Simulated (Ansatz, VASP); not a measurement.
# Two plane-wave programs on HfN

```
Hf N
1.0
     0.00000    2.27594    2.27594
     2.25900    0.01694    2.25900
     2.25900    2.25900    0.01694
Hf N
1 1
Direct
  0.00000 0.00000 0.00000
  0.50000 0.50000 0.50000
```

Change from the starting cell: strain +0.0150 x Voigt [0, 0, 0, 1, 0, 0], atoms carried along.

Alike in both runs: task single point; functional PBEsol; k mesh 18 × 18 × 18; occupations gaussian, width 0.15 eV; no spin polarisation.

|  | VASP | Ansatz |
| --- | --- | --- |
| version | VASP 6.6.1 | Ansatz 0.2.0 |
| potentials or method | VASP PAW PBE potentials, release 64 (Hf_pv, N), cutoff 520 eV | scalar-relativistic, plane waves, PAW |
| valence electrons in the cell | 15 | 31 |

VASP gave:

| Property | Result |
| --- | --- |
| gap on the k mesh at the Fermi level (eV) | none |
| pressure (GPa) | -5.2 |
| traceless stress, the component that is largest in VASP (GPa) | -1.83 |

**Question.** Which values does Ansatz return?

**Answer.** gap on the k mesh at the Fermi level (eV): none; pressure (GPa): -3.0; traceless stress, the component that is largest in VASP (GPa): -1.81.

VASP's potentials were made for PBE, not for PBEsol. A gap of «none» marks a metal or a gap that the smearing closes. VASP's potentials hold 15 valence electrons a cell and Ansatz's 31, so a difference there can come from the potentials and not from the codes.

Spin-orbit coupling is off throughout.
